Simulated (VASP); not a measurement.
Write the native input for VASP 6.6.1 that does the following.

- Task: single point
- Functional: PBE
- Potentials or basis: VASP PAW PBE potentials, release 64 (In_d, Ag, Te)
- Cutoff: 500 eV
- k mesh: 6 × 6 × 6
- Occupations: fermi-dirac, width 0.02 eV
- Spin: no spin polarisation
- Dipole correction: no
- Further INCAR settings: ALGO = Normal; EDIFF = 1e-06; NBANDS = 46

The structure of InAgTe2 lies in POSCAR:

```
InAgTe2
1.0
   -3.2851541574      3.2851541574      6.4996414591
    3.2851541574     -3.2851541574      6.4996414591
    3.2851541574      3.2851541574     -6.4996414591
In Ag Te
2 2 4
Direct
    0.5000000000      0.5000000000      0.0000000000
    0.2500000000      0.7500000000      0.5000000000
    0.0000000000      0.0000000000      0.0000000000
    0.7500000000      0.2500000000      0.5000000000
    0.3750000000      0.3695200544      0.4945200544
    0.6304799456      0.1250000000      1.0054799456
    0.8750000000      0.8804799456      0.5054799456
    0.1195200544      0.6250000000     -0.0054799456
```

These files were run (other wordings do the same):

INCAR

```
SYSTEM = InAgTe2
ALGO = Normal
EDIFF = 1E-6
ENCUT = 500
GGA = PE
GGA_COMPAT = .FALSE.
ISIF = 2
ISMEAR = -1
LASPH = .TRUE.
LCHARG = .FALSE.
LREAL = .FALSE.
LWAVE = .FALSE.
NBANDS = 46
NELM = 120
PREC = Accurate
SIGMA = 0.02
```

KPOINTS

```
k-points
0
G
  6 6 6
  0 0 0
```

Potentials or basis: VASP PAW PBE potentials, release 64 (In_d, Ag, Te).

Command:

```sh
$ cat potpaw_PBE.64/In_d/POTCAR potpaw_PBE.64/Ag/POTCAR potpaw_PBE.64/Te/POTCAR > POTCAR
$ mpirun -np 1 vasp_std > vasp.out
```

Results of the run:

```yaml
Pressure: 0.0 GPa
Largest_force: 0.009 eV/Å
Band_gap_on_the_k_mesh: 0.05 eV
```

Caveat: semilocal functionals underestimate gaps, and a narrow one can read as zero; spin-orbit coupling is left out, which moves the levels of the heavy elements.

Run time: 18 min on 1 thread of Oxide Virtual Turin-like Processor, with other jobs on the host, peak memory 0.65 GiB.
